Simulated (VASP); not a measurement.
# CdS (Pmmn) in VASP: a series of runs

The runs below take CdS through single point, with PBE.

All numbers are computed with VASP 6.6.1; they aren't measurements. Logs are shortened: lines on timing, memory, paths and dates and some standing lists are left out, and cuts for length are marked.

## Step 1: The cell of the first run

It takes space group Pmmn (No. 59, orthorhombic). Conventional cell: a = 3.779 Å, b = 5.690 Å, c = 4.235 Å, α = 90.00°, β = 90.00°, γ = 90.00°. Within 3.4 Å of Cd (site symmetry mm2) lie 6 S at 2.61 to 3.09 Å. S (site symmetry mm2) has 6 Cd at 2.61 to 3.09 Å within 3.4 Å.

## Step 2: Single point, PBE (strained)

INCAR

```
SYSTEM = CdS
  PREC = Accurate
  ENCUT = 520
  EDIFF = 1E-6
  ISMEAR = 0
  SIGMA = 0.05
  LREAL = .False.
  LASPH = .True.
  NELM = 60
  ALGO = Normal
  ISIF = 2
  LWAVE = .False.
  LCHARG = .False.
  GGA = PE
  NBANDS = 26
```

KPOINTS

```
regular mesh
0
Gamma
  10 8 10
  0 0 0
```

POSCAR

```
CdS
1.0
    3.7787929992      0.0000000000      0.0000000000
    0.0000000000      5.6895131916      0.0000000000
    0.0000000000      0.0000000000      4.2345883373
Cd S
2 2
Direct
    0.5000000000      0.5000000000      0.1962698670
    0.0000000000      0.0000000000      0.8037301330
    0.5000000000      0.0000000000      0.2273183836
    0.0000000000      0.5000000000      0.7726816164
```

Potentials or basis: VASP PAW PBE potentials, release 64 (Cd, S).

Run with:

```sh
cat potpaw_PBE.64/Cd/POTCAR potpaw_PBE.64/S/POTCAR > POTCAR
mpirun -np 1 vasp_std > vasp.out
```

OUTCAR:

```text
SYSTEM = CdS
   PREC = Accurate
   ENCUT = 520
   EDIFF = 1E-6
   ISMEAR = 0
   LREAL = .False.
   LASPH = .True.
   NELM = 60
   ISIF = 2
   GGA = PE

 ion  position               nearest neighbor table
   1  0.500  0.500  0.196-   4 2.61   4 2.61   3 2.85   3 2.85   4 3.09   4 3.09
   2  0.000  0.000  0.804-   3 2.61   3 2.61   4 2.85   4 2.85   3 3.09   3 3.09
   3  0.500  0.000  0.227-   2 2.61   2 2.61   1 2.85   1 2.85   2 3.09   2 3.09
   4  0.000  0.500  0.773-   1 2.61   1 2.61   2 2.85   2 2.85   1 3.09   1 3.09

  LATTYP: Found a simple orthorhombic cell.
 ALAT       =     3.7787929992
 B/A-ratio  =     1.1206192925
 C/A-ratio  =     1.5056429904

  Lattice vectors:

 A1 = (  -3.7787929992,   0.0000000000,   0.0000000000)
 A2 = (   0.0000000000,   0.0000000000,   4.2345883373)
 A3 = (   0.0000000000,   5.6895131916,   0.0000000000)

Analysis of symmetry for initial positions (statically):
=====================================================================
 Subroutine PRICEL returns:
 Original cell was already a primitive cell.

 Routine SETGRP: Setting up the symmetry group for a
 simple orthorhombic supercell.

 Subroutine GETGRP returns: Found  8 space group operations
 (whereof  4 operations were pure point group operations)
 out of a pool of  8 trial point group operations.

The static configuration has the point symmetry C_2v.
 The point group associated with its full space group is D_2h.

Analysis of symmetry for dynamics (positions and initial velocities):
=====================================================================
 Subroutine PRICEL returns:
 Original cell was already a primitive cell.

 Routine SETGRP: Setting up the symmetry group for a
 simple orthorhombic supercell.

 Subroutine GETGRP returns: Found  8 space group operations
 (whereof  4 operations were pure point group operations)
 out of a pool of  8 trial point group operations.

The dynamic configuration has the point symmetry C_2v.
 The point group associated with its full space group is D_2h.

 Subroutine INISYM returns: Found  8 space group operations
 (whereof  4 operations are pure point group operations),
 and found     1 'primitive' translations

----------------------------------------------------------------------------------------

                                     Primitive cell

  volume of cell :      91.0415

  direct lattice vectors                    reciprocal lattice vectors
     3.778792999  0.000000000  0.000000000     0.264634766  0.000000000  0.000000000
     0.000000000  5.689513192  0.000000000     0.000000000  0.175761962  0.000000000
     0.000000000  0.000000000  4.234588337     0.000000000  0.000000000  0.236150464

  length of vectors
     3.778792999  5.689513192  4.234588337     0.264634766  0.175761962  0.236150464

  position of ions in fractional coordinates (direct lattice)
     0.500000000  0.500000000  0.196269867
     0.000000000  0.000000000  0.803730133
     0.500000000  0.000000000  0.227318384
     0.000000000  0.500000000  0.772681616

  ion indices of the primitive-cell ions
   primitive index   ion index
                 1           1
                 2           2
                 3           3
                 4           4

----------------------------------------------------------------------------------------

 KPOINTS: regular mesh

Automatic generation of k-mesh.
 Grid dimensions read from file:
 generate k-points for:   10    8   10

 Generating k-lattice:

  Cartesian coordinates                     Fractional coordinates (reciprocal lattice)
     0.026463477  0.000000000  0.000000000     0.100000000  0.000000000  0.000000000
     0.000000000  0.021970245  0.000000000     0.000000000  0.125000000  0.000000000
     0.000000000  0.000000000  0.023615046     0.000000000  0.000000000  0.100000000

  Length of vectors
     0.026463477  0.021970245  0.023615046

  Shift w.r.t. Gamma in fractional coordinates (k-lattice)
     0.000000000  0.000000000  0.000000000

 Subroutine IBZKPT returns following result:
 ===========================================

 Found    180 irreducible k-points:

 Following reciprocal coordinates:
            Coordinates               Weight
  0.000000  0.000000  0.000000      1.000000
  0.100000  0.000000  0.000000      2.000000
  0.200000  0.000000  0.000000      2.000000
  0.300000  0.000000  0.000000      2.000000
  0.400000  0.000000  0.000000      2.000000
  0.500000  0.000000  0.000000      1.000000
[... 16 lines left out ...]
  0.400000  0.375000  0.000000      4.000000
  0.500000  0.375000  0.000000      2.000000
 [... further k-points ...]
   k-points           NKPTS =    180   k-points in BZ     NKDIM =    180   number of bands    NBANDS=     26
   number of dos      NEDOS =    301   number of ions     NIONS =      4
   total plane-waves  NPLWV =  37632
   dimension x,y,z NGX =    28 NGY =   42 NGZ =   32
   dimension x,y,z NGXF=    56 NGYF=   84 NGZF=   64
   ions per type =               2   2
   NGX,Y,Z   is equivalent  to a cutoff of  12.32, 12.27, 12.56 a.u.
   NGXF,Y,Z  is equivalent  to a cutoff of  24.64, 24.54, 25.13 a.u.
 SYSTEM =  CdS
   PREC   = accura    normal or accurate (medium, high low for compatibility)
   ISTART =      0    job   : 0-new  1-cont  2-samecut
   ICHARG =      2    charge: 1-file 2-atom 10-const
   ISPIN  =      1    spin polarized calculation?
   LNONCOLLINEAR =      F non collinear calculations
   LSORBIT =      F    spin-orbit coupling
   LASPH  =      T    aspherical Exc in radial PAW
   ENCUT  =  520.0 eV  38.22 Ry    6.18 a.u.   7.03 10.58  7.87*2*pi/ulx,y,z
   NELM   =     60;   NELMIN=  2; NELMDL= -5     # of ELM steps
   EDIFF  = 0.1E-05   stopping-criterion for ELM
   LREAL  =      F    real-space projection
   EDIFFG = 0.1E-04   stopping-criterion for IOM
   NSW    =      0    number of steps for IOM
   IBRION =     -1    ionic relax: 0-MD 1-quasi-New 2-CG
   NFREE  =      0    steps in history (QN), initial steepest desc. (CG)
   ISIF   =      2    stress and relaxation
   ISYM   =      2    0-nonsym 1-usesym 2-fastsym
   POTIM  = 0.5000    time-step for ionic-motion
   TEBEG  =    0.0;   TEEND  =   0.0 temperature during run
   PSTRESS=    0.0 pullay stress
   NELECT =      36.0000    total number of electrons
   NUPDOWN=      -1.0000    fix difference up-down
   EMIN   =  10.00;   EMAX   =-10.00  energy-range for DOS
   EFERMI =   0.00;   METHOD = LEGACY
   ISMEAR =     0;   SIGMA  =   0.05  broadening in eV -4-tet -1-fermi 0-gaus
   EFERMI_NEDOS =   21; number of points for ismear=-14 and -15
   IALGO  =     38    algorithm
   IMIX   =      4    mixing-type and parameters
     AMIX     =   0.40;   BMIX     =  1.00
     AMIX_MAG =   1.60;   BMIX_MAG =  1.00
  volume/ion in A,a.u.               =      22.76       153.59
  Fermi-wavevector in a.u.,A,eV,Ry     =   1.201607  2.270708 19.644907  1.443860
  Thomas-Fermi vector in A             =   2.337411
   LORBIT       =      0    0 simple, 1 ext, 2 COOP (PROOUT), +10 PAW based schemes
   GGA     = PE    functional components
   LHFCALC =     F    Hartree Fock is set to
   AEXX    =    0.0000 exact exchange contribution
   IVDW    =     0    specifies the selected vdW correction
   LEPSILON=     F    determine dielectric tensor
   LRPA    =     F    only Hartree local field effects (RPA)
 non-spin polarized calculation
 Gauss-broadening in eV      SIGMA  =   0.05
  energy-cutoff  :      520.00
  volume of cell :       91.04
 maximum number of plane-waves:      2480
   NGX = 15   NGY = 21   NGZ = 15

 number of electron      35.9999980 magnetization

 Free energy of the ion-electron system (eV)
  ---------------------------------------------------
  ext. energy  EPLUGINS =         0.00000000
  ---------------------------------------------------
  free energy    TOTEN  =       -11.41241326 eV

  energy without entropy =      -11.41235290  energy(sigma->0) =      -11.41238308

 E-fermi :   2.2957     XC(G=0):  -9.8504

 val. band max:        2.2284283619   @ k =   0.0000   0.0000   0.5000
 cond. band min:       2.3308822060   @ k =   0.0000   0.0000   0.0000
 fundamental gap:      0.1024538442
 Fermi energy:         2.2957468731

 k-point     1 :       0.0000    0.0000    0.0000
  band No.  band energies     occupation
      1     -10.2818      2.00000
      2      -9.5849      2.00000
      3      -5.6996      2.00000
      4      -5.6283      2.00000
      5      -5.6091      2.00000
      6      -5.5451      2.00000
[... 18 lines left out ...]
     25      11.9352      0.00000
     26      12.1671      0.00000

 k-point     2 :       0.1000    0.0000    0.0000
  band No.  band energies     occupation
      1     -10.2299      2.00000
      2      -9.5596      2.00000
      3      -5.6918      2.00000
      4      -5.6193      2.00000
      5      -5.6142      2.00000
      6      -5.5771      2.00000
[... 18 lines left out ...]
     25      11.1080      0.00000
     26      11.7941      0.00000

 k-point     3 :       0.2000    0.0000    0.0000
  band No.  band energies     occupation
      1     -10.0842      2.00000
      2      -9.4960      2.00000
      3      -5.7033      2.00000
      4      -5.6695      2.00000
      5      -5.5917      2.00000
      6      -5.5537      2.00000
[... 18 lines left out ...]
     25      10.4181      0.00000
     26      10.6769      0.00000

 k-point     4 :       0.3000    0.0000    0.0000
  band No.  band energies     occupation
      1      -9.8754      2.00000
      2      -9.4296      2.00000
      3      -5.7283      2.00000
      4      -5.7147      2.00000
      5      -5.5807      2.00000
      6      -5.5542      2.00000
[... 18 lines left out ...]
     25       9.8486      0.00000
     26       9.8564      0.00000
[... 496 lines left out ...]
      1      -9.6561      2.00000
      2      -9.4753      2.00000
      3      -5.7688      2.00000
      4      -5.7676      2.00000
      5      -5.6938      2.00000
      6      -5.6447      2.00000
[... 18 lines left out ...]
     25       9.1043      0.00000
     26       9.6398      0.00000

 k-point    23 :       0.4000    0.3750    0.0000
  band No.  band energies     occupation
      1      -9.4857      2.00000
      2      -9.3864      2.00000
      3      -5.7675      2.00000
      4      -5.7599      2.00000
      5      -5.7153      2.00000
      6      -5.6773      2.00000
[... 18 lines left out ...]
     25       8.5438      0.00000
     26       9.2745      0.00000

 k-point    24 :       0.5000    0.3750    0.0000
  band No.  band energies     occupation
      1      -9.3840      2.00000
      2      -9.3840      2.00000
      3      -5.7383      2.00000
      4      -5.7383      2.00000
      5      -5.6836      2.00000
      6      -5.6836      2.00000
[... 18 lines left out ...]
     25       8.7829      0.00000
     26       8.7829      0.00000

 [... further k-points ...]

------------------------ aborting loop because EDIFF is reached ----------------------------------------

  FORCE on cell =-STRESS in cart. coord.  units (eV):
  Direction    XX          YY          ZZ          XY          YZ          ZX
  --------------------------------------------------------------------------------------
  -------------------------------------------------------------------------------------
  Total        1.3514566     -2.6888133     -2.7467273      0.0000000      0.0000000      0.0000000
  in kB       23.7833641    -47.3185928    -48.3377823      0.0000000      0.0000000      0.0000000
  external PRESSURE =     -23.9576703 kB  Pullay stress =       0.0000000 kB

 VOLUME and BASIS-vectors are now :
 -----------------------------------------------------------------------------
  energy-cutoff  :      520.00
  volume of cell :       91.04
      direct lattice vectors                 reciprocal lattice vectors
     3.778792999  0.000000000  0.000000000     0.264634766  0.000000000  0.000000000
     0.000000000  5.689513192  0.000000000     0.000000000  0.175761962  0.000000000
     0.000000000  0.000000000  4.234588337     0.000000000  0.000000000  0.236150464

 POSITION                                       TOTAL-FORCE (eV/Angst)
 -----------------------------------------------------------------------------------
      1.88940      2.84476      0.83112         0.000000      0.000000      0.348739
      0.00000      0.00000      3.40347         0.000000      0.000000     -0.348739
      1.88940      0.00000      0.96260         0.000000      0.000000      0.429405
      0.00000      2.84476      3.27199         0.000000      0.000000     -0.429405
 -----------------------------------------------------------------------------------
    total drift:                                0.000000      0.000000      0.000000

  FREE ENERGIE OF THE ION-ELECTRON SYSTEM (eV)
  ---------------------------------------------------
  free  energy   TOTEN  =       -11.4124132607 eV

  energy  without entropy=      -11.4123529000  energy(sigma->0) =      -11.41238308
```

Wall time 1.9 min (1 thread of Intel Xeon 6975P-C (Granite Rapids), shared host); peak memory 0.44 GiB.

What came out:

```yaml
Free_energy: -11.4124 eV
Pressure: -2.4 GPa
Largest_force: 0.429 eV/Å
Band_gap_on_the_k_mesh: 0.10 eV (least direct gap 0.51 eV)
```

Forces in eV/Å, atoms in the order of the input:
```
Cd   0.000  0.000  0.349
Cd   0.000  0.000 -0.349
S    0.000  0.000  0.429
S    0.000  0.000 -0.429
```

Stress tensor (GPa, compression positive):
```
 2.38  0.00  0.00
 0.00 -4.73  0.00
 0.00  0.00 -4.83
```

Caveat: the cell differs from its parent crystal (strained). A k mesh can miss the band edges.

## Step 3: Single point, PBE (strained)

INCAR

```
SYSTEM = CdS
PREC = Accurate
ENCUT = 520
EDIFF = 1E-6
ISMEAR = 0
SIGMA = 0.05
LREAL = .FALSE.
LASPH = .TRUE.
NELM = 80
ALGO = Normal
ISIF = 2
LWAVE = .FALSE.
LCHARG = .FALSE.
GGA = PE
NBANDS = 26
```

KPOINTS

```
regular mesh
0
G
  10 8 10
  0 0 0
```

POSCAR

```
CdS
1.0
    4.1896881536      0.0000000000      0.0000000000
    0.0000000000      5.5553634763      0.0000000000
    0.0000000000      0.0000000000      4.1367459269
Cd S
2 2
Direct
    0.5000000000      0.5000000000      0.2817527580
    0.0000000000      0.0000000000      0.7182472420
    0.5000000000      0.0000000000      0.1731476832
    0.0000000000      0.5000000000      0.8268523168
```

Potentials or basis: VASP PAW PBE potentials, release 64 (Cd, S).

Run with:

```sh
cat potpaw_PBE.64/Cd/POTCAR potpaw_PBE.64/S/POTCAR > POTCAR
mpirun -np 1 vasp_std > vasp.out
```

Wall time 2.3 min (1 thread of AMD EPYC 9R45 (Zen 5), shared host); peak memory 0.43 GiB.

It converged, with:

```yaml
Free_energy: -11.2219 eV
Pressure: -6.7 GPa
Largest_force: 0.551 eV/Å
```

Forces in eV/Å, atoms in the order of the input:
```
Cd   0.000  0.000 -0.192
Cd   0.000  0.000  0.192
S    0.000  0.000  0.551
S    0.000  0.000 -0.551
```

Stress tensor (GPa, compression positive):
```
-6.59  0.00  0.00
 0.00 -6.36  0.00
 0.00  0.00 -7.22
```

Levels at points of the mesh, in eV from the Fermi level:
| k point | band 14 | band 15 | band 16 | band 17 | band 18 | band 19 | band 20 | band 21 | band 22 | band 23 |
| --- | --- | --- | --- | --- | --- | --- | --- | --- | --- | --- |
| (0.00, 0.00, 0.00) | -1.93 | -1.64 | -1.13 | -0.62 | -0.55 | -0.02 | 0.49 | 6.09 | 7.64 | 7.88 |
| (0.50, 0.00, 0.00) | -3.39 | -2.01 | -2.01 | -0.46 | -0.46 | 3.79 | 3.79 | 4.11 | 4.11 | 6.98 |
| (0.00, 0.50, 0.00) | -2.78 | -1.23 | -1.23 | -1.11 | -1.11 | 2.46 | 2.46 | 6.00 | 6.00 | 6.79 |
| (0.50, 0.50, 0.00) | -4.37 | -0.40 | -0.40 | -0.02 | -0.02 | 3.42 | 3.42 | 4.41 | 4.41 | 6.18 |
| (0.00, 0.00, 0.50) | -2.61 | -2.34 | -1.52 | -0.77 | -0.12 | 3.48 | 3.52 | 4.41 | 4.72 | 5.45 |
| (0.50, 0.00, 0.50) | -3.35 | -1.84 | -1.84 | -1.81 | -1.81 | 0.36 | 0.36 | 5.96 | 5.96 | 8.25 |
| (0.00, 0.50, 0.50) | -4.25 | -0.36 | -0.36 | -0.35 | -0.35 | 3.28 | 3.28 | 5.33 | 5.33 | 5.53 |
| (0.50, 0.50, 0.50) | -3.23 | -2.59 | -2.59 | -1.91 | -1.91 | 2.59 | 2.59 | 6.48 | 6.48 | 7.22 |

Caveat: the cell differs from its parent crystal (strained); the cell stands under tension.

[end of part 1 of 2]
